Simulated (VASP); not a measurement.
# Y3AlN4 in VASP: further runs, part 2 of 2

VASP 6.6.1.

## (3) Single point, PBE

This run uses another cell than the first one, of the same volume but with other edges.

The input, INCAR:

```
SYSTEM = Y3AlN4
PREC = Accurate
ENCUT = 520
EDIFF = 1E-7
ISMEAR = 0
SIGMA = 0.1
LREAL = .FALSE.
LASPH = .TRUE.
NELM = 100
ALGO = Normal
ISIF = 2
LWAVE = .FALSE.
LCHARG = .FALSE.
GGA = PE
NBANDS = 38
```

The input, KPOINTS:

```
Automatic mesh
0
G
  4 4 4
  0 0 0
```

The input, POSCAR:

```
Y3AlN4
1.0
    4.9298531208      0.0083114143     -0.0012372987
    0.0079919988      4.9290771582      0.0011797371
   -2.4679651489     -2.4696115871      4.5657534640
Y Al N
3 1 4
Direct
    0.2613122514      0.7612157566      0.4999848556
    0.7612890734      0.2611954706      0.5000302097
    0.5098552986      0.5096879435      1.0000134595
    0.0555935531      0.0556005865      0.0000146891
    0.9852006668      0.4379939543      0.9999991301
    0.4379543161      0.9854929391      1.0000009814
    0.2277756834      0.2278213106      0.4667718578
    0.7610191571      0.7609920388      0.5331848170
```

Potentials or basis: VASP PAW PBE potentials, release 64 (Y_sv, Al, N).

The run is started by

```
> cat potpaw_PBE.64/Y_sv/POTCAR potpaw_PBE.64/Al/POTCAR potpaw_PBE.64/N/POTCAR > POTCAR
> mpirun -np 1 vasp_std > vasp.out
```

OUTCAR:

```text
SYSTEM = Y3AlN4
   PREC = Accurate
   ENCUT = 520
   EDIFF = 1E-7
   ISMEAR = 0
   LREAL = .FALSE.
   LASPH = .TRUE.
   NELM = 100
   ISIF = 2
   GGA = PE

 ion  position               nearest neighbor table
   1  0.261  0.761  0.500-   5 2.31   6 2.31   8 2.39   7 2.39   7 2.55   8 2.55   4 3.21   4 3.21
                             3 3.35   3 3.35   3 3.36   3 3.37   2 3.48   2 3.48   2 3.49   2 3.49
   2  0.761  0.261  0.500-   5 2.31   6 2.31   7 2.39   8 2.39   8 2.55   7 2.55   4 3.21   4 3.21
                             3 3.35   3 3.35   3 3.36   3 3.36   1 3.48   1 3.48   1 3.49   1 3.49
   3  0.510  0.510  0.000-   5 2.37   6 2.37   8 2.44   7 2.44   6 2.61   5 2.61   4 3.17   2 3.35
                             1 3.35   1 3.35   2 3.35   1 3.36   2 3.36   2 3.36   1 3.37   4 3.49
   4  0.056  0.056  0.000-   6 1.92   5 1.92   7 2.17   8 2.17   3 3.17   2 3.21   1 3.21   2 3.21
                             1 3.21   3 3.49   3 3.50   1 3.53   1 3.53   2 3.53   2 3.53   3 3.81
   5  0.985  0.438  1.000-   4 1.92   2 2.31   1 2.31   3 2.37   3 2.61
   6  0.438  0.985  0.000-   4 1.92   2 2.31   1 2.31   3 2.37   3 2.61
   7  0.228  0.228  0.467-   4 2.17   2 2.39   1 2.39   3 2.44   1 2.55   2 2.55
   8  0.761  0.761  0.533-   4 2.17   1 2.39   2 2.39   3 2.44   2 2.55   1 2.55

  LATTYP: Found a triclinic cell.
 ALAT       =     5.7476786090
 B/A-ratio  =     1.5887196158
 C/A-ratio  =     0.8575781831
 COS(alpha) =     0.0000387721
 COS(beta)  =     0.4302382330
 COS(gamma) =     0.7943585821

  Lattice vectors:

 A1 = (  -2.4698799707,  -2.4677769854,  -4.5656959024)
 A2 = (  -0.0019148218,   0.0018346017,  -9.1314493664)
 A3 = (  -0.0079919988,  -4.9290771582,  -0.0011797371)

Analysis of symmetry for initial positions (statically):
=====================================================================
 Subroutine PRICEL returns:
 Original cell was already a primitive cell.

 Routine SETGRP: Setting up the symmetry group for a
 triclinic supercell.

 Subroutine GETGRP returns: Found  1 space group operations
 (whereof  1 operations were pure point group operations)
 out of a pool of  2 trial point group operations.

The static configuration has the point symmetry C_1 .

Analysis of symmetry for dynamics (positions and initial velocities):
=====================================================================
 Subroutine PRICEL returns:
 Original cell was already a primitive cell.

 Routine SETGRP: Setting up the symmetry group for a
 triclinic supercell.

 Subroutine GETGRP returns: Found  1 space group operations
 (whereof  1 operations were pure point group operations)
 out of a pool of  2 trial point group operations.

The dynamic configuration has the point symmetry C_1 .

 Subroutine INISYM returns: Found  1 space group operations
 (whereof  1 operations are pure point group operations),
 and found     1 'primitive' translations

----------------------------------------------------------------------------------------

                                     Primitive cell

  volume of cell :     110.9451

  direct lattice vectors                    reciprocal lattice vectors
     4.929853121  0.008311414 -0.001237299     0.202873873 -0.000355140  0.109469027
     0.007991999  4.929077158  0.001179737    -0.000314500  0.202852022  0.109552461
    -2.467965149 -2.469611587  4.565753464     0.000055059 -0.000052511  0.219023259

  length of vectors
     4.929860282  4.929083778  5.747689802     0.230524191  0.230544537  0.219023272

  position of ions in fractional coordinates (direct lattice)
     0.261312251  0.761215757  0.499984856
[... 75 lines left out ...]
   dimension x,y,z NGX =    40 NGY =   40 NGZ =   48
   dimension x,y,z NGXF=    80 NGYF=   80 NGZF=   96
   ions per type =               3   1   4
   NGX,Y,Z   is equivalent  to a cutoff of  13.49, 13.49, 13.88 a.u.
   NGXF,Y,Z  is equivalent  to a cutoff of  26.98, 26.98, 27.77 a.u.
 SYSTEM =  Y3AlN4
   PREC   = accura    normal or accurate (medium, high low for compatibility)
   ISTART =      0    job   : 0-new  1-cont  2-samecut
   ICHARG =      2    charge: 1-file 2-atom 10-const
   ISPIN  =      1    spin polarized calculation?
   LNONCOLLINEAR =      F non collinear calculations
   LSORBIT =      F    spin-orbit coupling
   LASPH  =      T    aspherical Exc in radial PAW
   ENCUT  =  520.0 eV  38.22 Ry    6.18 a.u.   9.17  9.16 10.69*2*pi/ulx,y,z
   NELM   =    100;   NELMIN=  2; NELMDL= -5     # of ELM steps
   EDIFF  = 0.1E-06   stopping-criterion for ELM
   LREAL  =      F    real-space projection
   EDIFFG = 0.1E-05   stopping-criterion for IOM
   NSW    =      0    number of steps for IOM
   IBRION =     -1    ionic relax: 0-MD 1-quasi-New 2-CG
   NFREE  =      0    steps in history (QN), initial steepest desc. (CG)
   ISIF   =      2    stress and relaxation
   ISYM   =      2    0-nonsym 1-usesym 2-fastsym
   POTIM  = 0.5000    time-step for ionic-motion
   TEBEG  =    0.0;   TEEND  =   0.0 temperature during run
   PSTRESS=    0.0 pullay stress
   NELECT =      56.0000    total number of electrons
   NUPDOWN=      -1.0000    fix difference up-down
   EMIN   =  10.00;   EMAX   =-10.00  energy-range for DOS
   EFERMI =   0.00;   METHOD = LEGACY
   ISMEAR =     0;   SIGMA  =   0.10  broadening in eV -4-tet -1-fermi 0-gaus
   EFERMI_NEDOS =   21; number of points for ismear=-14 and -15
   IALGO  =     38    algorithm
   IMIX   =      4    mixing-type and parameters
     AMIX     =   0.40;   BMIX     =  1.00
     AMIX_MAG =   1.60;   BMIX_MAG =  1.00
  volume/ion in A,a.u.               =      13.87        93.59
  Fermi-wavevector in a.u.,A,eV,Ry     =   1.303471  2.463203 23.116805  1.699037
  Thomas-Fermi vector in A             =   2.434471
   LORBIT       =      0    0 simple, 1 ext, 2 COOP (PROOUT), +10 PAW based schemes
   GGA     = PE    functional components
   LHFCALC =     F    Hartree Fock is set to
   AEXX    =    0.0000 exact exchange contribution
   IVDW    =     0    specifies the selected vdW correction
   LEPSILON=     F    determine dielectric tensor
   LRPA    =     F    only Hartree local field effects (RPA)
 non-spin polarized calculation
 Gauss-broadening in eV      SIGMA  =   0.10
  energy-cutoff  :      520.00
  volume of cell :      110.95
 maximum number of plane-waves:      3004
 NGX is ok and might be reduce to    40

 number of electron      56.0000001 magnetization

 Free energy of the ion-electron system (eV)
  ---------------------------------------------------
  ext. energy  EPLUGINS =         0.00000000
  ---------------------------------------------------
  free energy    TOTEN  =       -67.77737842 eV

  energy without entropy =      -67.77737842  energy(sigma->0) =      -67.77737842

 E-fermi :   4.9673     XC(G=0): -11.0807

 val. band max:        4.4545908967   @ k =   0.0000   0.0000   0.0000
 cond. band min:       5.4298089760   @ k =   0.0000   0.0000   0.5000
 fundamental gap:      0.9752180793
 Fermi energy:         4.9672956947

 k-point     1 :       0.0000    0.0000    0.0000
  band No.  band energies     occupation
      1     -36.5766      2.00000
      2     -36.0536      2.00000
      3     -35.9911      2.00000
      4     -16.9036      2.00000
      5     -16.7354      2.00000
      6     -16.6990      2.00000
[... 973 lines left out ...]
     37      11.1908      0.00000
     38      11.3417      0.00000

 [... further k-points ...]

------------------------ aborting loop because EDIFF is reached ----------------------------------------

  FORCE on cell =-STRESS in cart. coord.  units (eV):
  Direction    XX          YY          ZZ          XY          YZ          ZX
  --------------------------------------------------------------------------------------
  -------------------------------------------------------------------------------------
  Total       -0.1147721     -0.1189603     -0.1643243      0.0072226     -0.0029801      0.0024595
  in kB       -1.6574428     -1.7179266     -2.3730349      0.1043035     -0.0430355      0.0355186
  external PRESSURE =      -1.9161348 kB  Pullay stress =       0.0000000 kB

 VOLUME and BASIS-vectors are now :
 -----------------------------------------------------------------------------
  energy-cutoff  :      520.00
  volume of cell :      110.95
      direct lattice vectors                 reciprocal lattice vectors
     4.929853121  0.008311414 -0.001237299     0.202873873 -0.000355140  0.109469027
     0.007991999  4.929077158  0.001179737    -0.000314500  0.202852022  0.109552461
    -2.467965149 -2.469611587  4.565753464     0.000055059 -0.000052511  0.219023259

 POSITION                                       TOTAL-FORCE (eV/Angst)
 -----------------------------------------------------------------------------------
      0.06037      2.51949      2.28338        -0.000058      0.001234      0.001029
      2.52107      0.05890      2.28238         0.002757      0.003764     -0.001577
      2.51755      2.51650      0.00003        -0.001051      0.002708     -0.000283
      0.27448      0.27449      0.00006        -0.000185     -0.000720      0.000238
      2.39243     -0.30252      4.56505        -0.000497      0.002208      0.000049
      2.16692      4.86121      0.00063         0.002324     -0.004952     -0.000284
     -0.02726     -0.02790      2.13115        -0.000748     -0.003127     -0.002468
      2.44191      2.44055      2.43435        -0.002542     -0.001115      0.003296
 -----------------------------------------------------------------------------------
    total drift:                               -0.000171     -0.000187     -0.000055

  FREE ENERGIE OF THE ION-ELECTRON SYSTEM (eV)
  ---------------------------------------------------
  free  energy   TOTEN  =       -67.7773784215 eV

  energy  without entropy=      -67.7773784215  energy(sigma->0) =      -67.77737842
```

It took 4.1 min on 1 thread of Intel Xeon Platinum 8488C (Sapphire Rapids), shared host; peak memory 0.34 GiB.

Results:

- Free energy: -67.7774 eV
- Pressure: -0.2 GPa
- Largest force: 0.005 eV/Å
- Band gap on the k mesh: 0.98 eV (least direct gap 1.31 eV)

Forces on the atoms (eV/Å):
```
Y    0.000  0.001  0.001
Y    0.003  0.004 -0.002
Y   -0.001  0.003  0.000
Al   0.000 -0.001  0.000
N    0.000  0.002  0.000
N    0.002 -0.005  0.000
N   -0.001 -0.003 -0.002
N   -0.003 -0.001  0.003
```

Levels at points of the mesh, in eV from the valence-band top:
```tsv
k point	band 26	band 27	band 28	band 29	band 30	band 31
(0.00, 0.00, 0.00)	-0.12	-0.04	0.00	1.51	2.31	3.24
(0.50, 0.00, 0.00)	-0.94	-0.76	-0.46	2.42	3.65	4.03
(0.00, 0.50, 0.00)	-0.94	-0.75	-0.46	2.42	3.65	4.03
(0.50, 0.50, 0.00)	-1.27	-1.07	-0.83	3.93	4.41	4.41
(0.00, 0.00, 0.50)	-0.50	-0.33	-0.33	0.98	1.72	2.13
(0.50, 0.00, 0.50)	-0.94	-0.76	-0.46	2.42	3.65	4.03
(0.00, 0.50, 0.50)	-0.94	-0.75	-0.46	2.42	3.65	4.03
(0.50, 0.50, 0.50)	-1.44	-0.93	-0.52	4.24	4.27	4.42
```

## (4) Single point, PBE

The input, INCAR:

```
ALGO = Normal
EDIFF = 1E-6
ENCUT = 520
GGA = PE
ISIF = 2
ISMEAR = 0
LASPH = T
LCHARG = F
LREAL = F
LWAVE = F
NBANDS = 38
NELM = 80
PREC = Accurate
SIGMA = 0.02
```

The input, KPOINTS:

```
k-points
0
Gamma
  6 6 6
```

The input, POSCAR:

```
Y3AlN4
1.0
    0.0000000000      4.5651895339      3.4918822561
    3.4794172130      0.0000000000      3.4918822561
    3.4794172130      4.5651895339      0.0000000000
Y Al N
3 1 4
Direct
    0.2611458585      0.2611458585      0.2388541415
    0.7611458585      0.7611458585      0.7388541415
    0.5097520080      0.5097520080      0.4902479920
    0.0555101536      0.0555101536      0.9444898464
    0.9852454233      0.4379212459      0.0147545767
    0.4379212459      0.9852454233      0.5620787541
    0.2279976731      0.7611132852      0.2388867148
    0.7611132852      0.2279976731      0.7720023269
```

Potentials or basis: VASP PAW PBE potentials, release 64 (Y_sv, Al, N).

The run is started by

```
> cat potpaw_PBE.64/Y_sv/POTCAR potpaw_PBE.64/Al/POTCAR potpaw_PBE.64/N/POTCAR > POTCAR
> mpirun -np 1 vasp_std > vasp.out
```

OUTCAR:

```text
EDIFF = 1E-6
   ENCUT = 520
   GGA = PE
   ISIF = 2
   ISMEAR = 0
   LASPH = T
   LREAL = F
   NELM = 80
   PREC = Accurate

 ion  position               nearest neighbor table
   1  0.261  0.261  0.239-   5 2.31   6 2.31   7 2.39   8 2.39   7 2.55   8 2.55   4 3.21   4 3.21
                             3 3.35   3 3.35   3 3.36   3 3.36   2 3.48   2 3.48   2 3.49   2 3.49
   2  0.761  0.761  0.739-   5 2.31   6 2.31   7 2.39   8 2.39   8 2.55   7 2.55   4 3.21   4 3.21
                             3 3.35   3 3.35   3 3.36   3 3.36   1 3.48   1 3.48   1 3.49   1 3.49
   3  0.510  0.510  0.490-   5 2.37   6 2.37   7 2.44   8 2.44   6 2.61   5 2.61   4 3.17   2 3.35
                             1 3.35   1 3.35   2 3.35   2 3.36   1 3.36   1 3.36   2 3.36   4 3.49
   4  0.056  0.056  0.944-   5 1.92   6 1.92   7 2.17   8 2.17   3 3.17   1 3.21   2 3.21   2 3.21
                             1 3.21   3 3.49   3 3.49   1 3.53   2 3.53   2 3.53   1 3.53   3 3.81
   5  0.985  0.438  0.015-   4 1.92   2 2.31   1 2.31   3 2.37   3 2.61
   6  0.438  0.985  0.562-   4 1.92   2 2.31   1 2.31   3 2.37   3 2.61
   7  0.228  0.761  0.239-   4 2.17   2 2.39   1 2.39   3 2.44   2 2.55   1 2.55
   8  0.761  0.228  0.772-   4 2.17   2 2.39   1 2.39   3 2.44   1 2.55   2 2.55

  LATTYP: Found a face centered orthorhombic cell.
 ALAT       =     6.9588344260
 B/A-ratio  =     1.0035825089
[... 1183 lines left out ...]
     37      10.6055      0.00000
     38      11.1428      0.00000

 [... further k-points ...]

------------------------ aborting loop because EDIFF is reached ----------------------------------------

  FORCE on cell =-STRESS in cart. coord.  units (eV):
  Direction    XX          YY          ZZ          XY          YZ          ZX
  --------------------------------------------------------------------------------------
  -------------------------------------------------------------------------------------
  Total       -0.0909189     -0.1355488     -0.1097636      0.0000000      0.0000000      0.0000000
  in kB       -1.3131369     -1.9577242     -1.5853098      0.0000000      0.0000000      0.0000000
  external PRESSURE =      -1.6187236 kB  Pullay stress =       0.0000000 kB

 VOLUME and BASIS-vectors are now :
 -----------------------------------------------------------------------------
  energy-cutoff  :      520.00
  volume of cell :      110.93
      direct lattice vectors                 reciprocal lattice vectors
     0.000000000  4.565189534  3.491882256    -0.143702226  0.109524478  0.143189250
     3.479417213  0.000000000  3.491882256     0.143702226 -0.109524478  0.143189250
     3.479417213  4.565189534  0.000000000     0.143702226  0.109524478 -0.143189250

 POSITION                                       TOTAL-FORCE (eV/Angst)
 -----------------------------------------------------------------------------------
      1.73971      2.28259      1.82378         0.000000     -0.000000     -0.002151
      5.21913      6.84778      5.31566         0.000000      0.000000     -0.002151
      3.47942      4.56519      3.55999         0.000000      0.000000     -0.000657
      3.47942      4.56519      0.38767         0.000000      0.000000      0.003934
      1.57505      4.56519      4.96953         0.004755      0.000000      0.000758
      5.38379      4.56519      4.96953        -0.004755      0.000000      0.000758
      3.47942      2.13142      3.45386         0.000000     -0.002027     -0.000245
      3.47942      6.99896      3.45386         0.000000      0.002027     -0.000245
 -----------------------------------------------------------------------------------
    total drift:                                0.000001     -0.000001     -0.000573

  FREE ENERGIE OF THE ION-ELECTRON SYSTEM (eV)
  ---------------------------------------------------
  free  energy   TOTEN  =       -67.7782867313 eV

  energy  without entropy=      -67.7782867313  energy(sigma->0) =      -67.77828673
```

It took 4.4 min on 1 thread of Intel Xeon Platinum 8488C (Sapphire Rapids), shared host; peak memory 0.41 GiB.

Results:

- Free energy: -67.7783 eV
- Pressure: -0.2 GPa
- Largest force: 0.005 eV/Å
- Band gap on the k mesh: 0.97 eV (least direct gap 1.30 eV)

Forces in eV/Å, atoms in the order of the input:
```
Y    0.000  0.000 -0.002
Y    0.000  0.000 -0.002
Y    0.000  0.000 -0.001
Al   0.000  0.000  0.004
N    0.005  0.000  0.001
N   -0.005  0.000  0.001
N    0.000 -0.002  0.000
N    0.000  0.002  0.000
```

Levels at points of the mesh, in eV from the valence-band top:
```csv
k point,band 26,band 27,band 28,band 29,band 30,band 31
"(0.00, 0.00, 0.00)",-0.12,-0.04,0.00,1.51,2.31,3.25
"(0.50, 0.00, 0.00)",-0.94,-0.76,-0.46,2.42,3.65,4.03
"(0.50, 0.50, 0.00)",-1.44,-0.93,-0.52,4.24,4.27,4.42
"(0.50, 0.00, 0.50)",-0.50,-0.33,-0.33,0.97,1.71,2.13
"(0.00, 0.50, 0.50)",-1.28,-1.07,-0.83,3.93,4.40,4.41
```

A k mesh can miss the band edges.

## (5) The runs side by side

```csv
cell,k mesh,smearing,gap on the mesh (eV),pressure (GPa)
"a = 5.748, b = 4.929, c = 5.741 Å, angles 64.7, 50.8, 64.5°, 8 atoms, atomic positions A",4 × 4 × 4,gaussian 0.1 eV,0.98,-0.2
"a = 4.930, b = 4.929, c = 5.748 Å, angles 115.5, 115.5, 89.8°, 8 atoms, atomic positions B",4 × 4 × 4,gaussian 0.1 eV,0.98,-0.2
"a = 5.748, b = 4.929, c = 5.740 Å, angles 64.7, 50.8, 64.5°, 8 atoms, atomic positions C",6 × 6 × 6,gaussian 0.02 eV,0.97,-0.2
```

Alike in all rows: task single point; level PBE; potentials or basis VASP PAW PBE potentials, release 64 (Y_sv, Al, N); no spin polarisation; cutoff (eV) 520.

Total energies depend on the potentials used, so only differences within one code and one set of settings carry meaning.
